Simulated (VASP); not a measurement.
Here is a VASP 6.6.1 calculation.

Contents of INCAR:

```
PREC     = Accurate       # precision mode
ENCUT    = 520            # plane-wave cutoff, eV
EDIFF    = 1E-6           # SCF threshold, eV
ISMEAR   = 0              # smearing method
SIGMA    = 0.1            # smearing width, eV
LREAL    = F              # projectors in reciprocal space
LASPH    = T              # aspherical terms in the spheres
NELM     = 80             # most SCF steps
ALGO     = Fast           # electronic algorithm
ISIF     = 2              # what is computed and relaxed
LWAVE    = F              # write WAVECAR
LCHARG   = F              # write CHGCAR
GGA      = PE             # functional
NBANDS   = 18             # bands
```

File KPOINTS:

```
regular mesh
0
Gamma
  12 12 4
```

The input POSCAR:

```
LiAl5
1.0
    2.9575413509      0.0000000000      0.0000000000
    0.0000000000      2.9575413509      0.0000000000
    0.0000000000      0.0000000000     12.5540824358
Li Al
1 5
Direct
    0.0000000000      0.0000000000      0.0000000000
    0.5000000000      0.5000000000      0.8205931860
    0.0000000000      0.0000000000      0.6608208310
    0.5000000000      0.5000000000      0.5000000000
    0.0000000000      0.0000000000      0.3391791690
    0.5000000000      0.5000000000      0.1794068140
```

Potentials or basis: VASP PAW PBE potentials, release 64 (Li_sv, Al).

Run with:

```console
$ cat potpaw_PBE.64/Li_sv/POTCAR potpaw_PBE.64/Al/POTCAR > POTCAR
$ mpirun -np 1 vasp_std > vasp.out
```

Problem. What does it give for the largest force?

Solution. 0.005 eV/Å.

Problem. Predict the band gap on the k mesh.

Solution. Zero (band 9 reaches 10.79 eV, above the bottom of band 10 at 4.42 eV).

Forces on the atoms (eV/Å):
```
Li   0.000  0.000  0.000
Al   0.000  0.000 -0.005
Al   0.000  0.000  0.002
Al   0.000  0.000  0.000
Al   0.000  0.000 -0.002
Al   0.000  0.000  0.005
```
